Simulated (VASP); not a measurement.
**ZrTiN: relaxation of cell and atoms with PBE**

ZrTiN:

```
Zr Ti N
1.0
     4.01418    0.00000    0.00000
    -2.00709    3.47638    0.00000
     0.00000    0.00000    6.10984
Zr Ti N
2 2 2
Direct
  0.00000 0.00000 0.50000
  0.00000 0.00000 0.00000
  0.66667 0.33333 0.25000
  0.33333 0.66667 0.75000
  0.66667 0.33333 0.75000
  0.33333 0.66667 0.25000
```

The cell was generated, and may not be a known phase.

```json
{
 "Program": "VASP 6.6.1",
 "Task": "relaxation of cell and atoms",
 "Functional": "PBE",
 "Potentials or basis": "VASP PAW PBE potentials, release 64 (Zr_sv, Ti_sv, N)",
 "Cutoff": "600 eV",
 "k mesh": "6 × 6 × 4",
 "Occupations": "gaussian, width 0.1 eV",
 "Spin": "collinear spin",
 "Starting moments": "[0.0, 0.0, 1.0, 1.0, 0.0, 0.0] μB",
 "Dipole correction": "no",
 "Further INCAR settings": "ALGO = Normal; EDIFF = 1e-07; IBRION = 2; EDIFFG = -0.04; NSW = 90; ISIF = 3"
}
```

```
Relaxed volume                                        : 14.93 Å³/atom
Relaxed cell                                          : a = 3.447 Å, b = 3.447 Å, c = 8.708 Å, α = 90.00°, β = 90.00°, γ = 120.00°
Space group after relaxing (to 0.1 Å)                 : P6_3/mmc (No. 194)
Pressure after relaxing                               : 0.0 GPa
Band gap on the k mesh                                : zero (filled and empty bands overlap)
Net moment                                            : 0.00 μB per cell
Valence electrons inside the program's atomic spheres : Zr 9.81; Ti 10.54; N 3.63
```

Stress tensor (GPa, compression positive):
```
 0.12  0.00  0.00
 0.00  0.12  0.00
 0.00  0.00 -0.33
```

Final structure:
```xyz
6
Lattice="3.4467 0.0000 0.0000 -1.7234 2.9849 0.0000 0.0000 0.0000 8.7082" Properties=species:S:1:pos:R:3 pbc="T T T"
Zr    0.0000    0.0000    4.3541
Zr    0.0000    0.0000    0.0000
Ti    1.7234    0.9950    2.1771
Ti    0.0000    1.9900    6.5312
N     1.7234    0.9950    6.5312
N     0.0000    1.9900    2.1771
```

Levels at points of the mesh, in eV from the Fermi level:
Spin up:
```csv
k point,band 25,band 26,band 27,band 28,band 29,band 30,band 31,band 32,band 33,band 34
"(0.00, 0.00, 0.00)",-3.62,-0.73,-0.49,-0.49,-0.30,0.66,0.87,0.87,1.43,1.43
"(0.50, 0.00, 0.00)",-2.40,-1.48,-0.59,-0.20,-0.16,0.19,0.37,0.97,1.03,1.04
"(0.00, 0.00, 0.50)",-1.99,-1.99,-0.06,-0.06,-0.06,-0.06,0.42,0.42,2.08,2.08
"(0.50, 0.00, 0.50)",-2.02,-2.02,-0.11,-0.11,0.15,0.15,0.32,0.32,1.33,1.33
```
Spin down:
| k point | band 26 | band 27 | band 28 | band 29 | band 30 | band 31 | band 32 | band 33 |
| --- | --- | --- | --- | --- | --- | --- | --- | --- |
| (0.00, 0.00, 0.00) | -0.73 | -0.49 | -0.49 | -0.30 | 0.66 | 0.87 | 0.87 | 1.43 |
| (0.50, 0.00, 0.00) | -1.48 | -0.59 | -0.20 | -0.16 | 0.19 | 0.37 | 0.97 | 1.03 |
| (0.00, 0.00, 0.50) | -1.99 | -0.06 | -0.06 | -0.06 | -0.06 | 0.42 | 0.42 | 2.08 |
| (0.50, 0.00, 0.50) | -2.02 | -0.11 | -0.11 | 0.15 | 0.15 | 0.32 | 0.32 | 1.33 |

It took 18 min on 1 thread of Intel(R) Xeon(R) 6975P-C (Granite Rapids), on a shared host, peak memory 0.35 GiB.

Caveat: a cell axis changed by over 15 % at a fixed basis, so the end point is rough.
